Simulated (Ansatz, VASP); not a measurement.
## One calculation of TiTe, two programs

The input POSCAR:

```
TiTe
1.0
    1.9459190000      3.3704290000      0.0000000000
   -1.9459190000      3.3704290000      0.0000000000
    0.0000000000      0.0000000000      6.4863960000
Ti Te
2 2
Direct
    0.0000000000      0.0000000000      0.0000000000
    0.0000000000      0.0000000000      0.5000000000
    0.3333300000      0.3333400000      0.2500000000
    0.6666600000      0.6666700000      0.7500000000
```

Contents of INCAR.step1:

```
SYSTEM = TiTe
PREC     = Accurate       ! precision mode
ENCUT    = 550            ! plane-wave cutoff, eV
ISMEAR   = -1             ! smearing method
SIGMA    = 0.1            ! smearing width, eV
LREAL    = .False.        ! projectors in reciprocal space
LASPH    = .True.         ! aspherical terms in the spheres
NELM     = 120            ! most SCF steps
NBANDS   = 26             ! bands
GGA      = PE             ! functional
ALGO     = Normal         ! electronic algorithm
EDIFF    = 1E-5           ! SCF threshold, eV
LWAVE    = .True.         ! write WAVECAR
LCHARG   = .False.        ! write CHGCAR
GGA_COMPAT= .False.
```

INCAR.step2

```
SYSTEM = TiTe
PREC     = Accurate       ! precision mode
ENCUT    = 550            ! plane-wave cutoff, eV
EDIFF    = 1E-6           ! SCF threshold, eV
ISMEAR   = -1             ! smearing method
SIGMA    = 0.1            ! smearing width, eV
LREAL    = .False.        ! projectors in reciprocal space
LASPH    = .True.         ! aspherical terms in the spheres
NELM     = 120            ! most SCF steps
ALGO     = Normal         ! electronic algorithm
ISIF     = 2              ! what is computed and relaxed
LWAVE    = .False.        ! write WAVECAR
LCHARG   = .False.        ! write CHGCAR
METAGGA  = R2SCAN         ! meta-GGA
LMIXTAU  = .True.       
NBANDS   = 26             ! bands
ISTART   = 1            
GGA_COMPAT= .False.
```

KPOINTS

```
regular mesh
0
Gamma
  10 10 5
  0 0 0
```

Input for Ansatz:

```yaml
crystal:
  lattice:
    - [1.945919, 3.370429, 0.0]
    - [-1.945919, 3.370429, 0.0]
    - [0.0, 0.0, 6.486396]
  atoms:
    - { symbol: Ti, position: [0.0, 0.0, 0.0] }
    - { symbol: Ti, position: [0.0, 0.0, 0.5] }
    - { symbol: Te, position: [0.33333, 0.33334, 0.25] }
    - { symbol: Te, position: [0.66666, 0.66667, 0.75] }
  symmetry: { tolerance: 0.0003 }
kpoints:
  mp_grid: { grid: [10, 10, 5], shift: [0, 0, 0] }
  band_path:
    path:
      - [0.0, 0.0, 0.0]
      - [0.5, 0.0, 0.0]
      - [0.66666667, 0.33333333, 0.0]
      - [0.0, 0.0, 0.0]
      - [0.0, 0.0, 0.5]
      - [0.5, 0.0, 0.5]
      - [0.66666667, 0.33333333, 0.5]
      - [0.0, 0.0, 0.5]
      - [0.5, 0.0, 0.5]
      - [0.5, 0.0, 0.0]
      - [0.66666667, 0.33333333, 0.5]
    npoints: 6
magnetization:
  spin_polarized: false
scf:
  occupations: { method: fermi_dirac }
  lower_state_search: "off"
  max_iter: 200
hamiltonian:
  pseudopotentials: { kind: paw }
  xc: r2scan
basis:
  ecutwfc: 500
  fft_grid_basis: typed
output:
  forces: true
  stress: true
  eigenvalues: true
  bader: true
  populations: true
  elf: true
  write_potential: true
  volumetric_format: npy
  dos:
    e_range: [-12, 8]
    de: 0.05
    projected: { site_lists: { Te: [Te], Ti: [Ti] } }
checkpoint:
  read: saved_state
```

Alike in both runs: task single point; functional r2SCAN; k mesh 10 × 10 × 5; no spin polarisation.

|  | VASP | Ansatz |
| --- | --- | --- |
| version | VASP 6.6.1 | Ansatz 0.2.0 |
| potentials or method | VASP PAW PBE potentials, release 64 (Ti_sv, Te), cutoff 550 eV | PAW plane waves |
| occupations | fermi-dirac, width 0.1 eV | fermi-dirac |
| valence electrons in the cell | 36 | 56 |

|  | VASP | Ansatz | Ansatz less VASP |
| --- | --- | --- | --- |
| pressure (GPa) | 3.8 | 3.5 | -0.24 |
| traceless stress, the component that is largest in VASP (GPa) | 2.46 | 2.40 | -0.057 |

VASP's potentials were made for PBE, not for r2SCAN. VASP's potentials hold 36 valence electrons a cell and Ansatz's 56, so a difference there can come from the potentials and not from the codes. Ansatz's warnings: structure snapped to symmetry.

Neither program's run includes spin-orbit coupling.
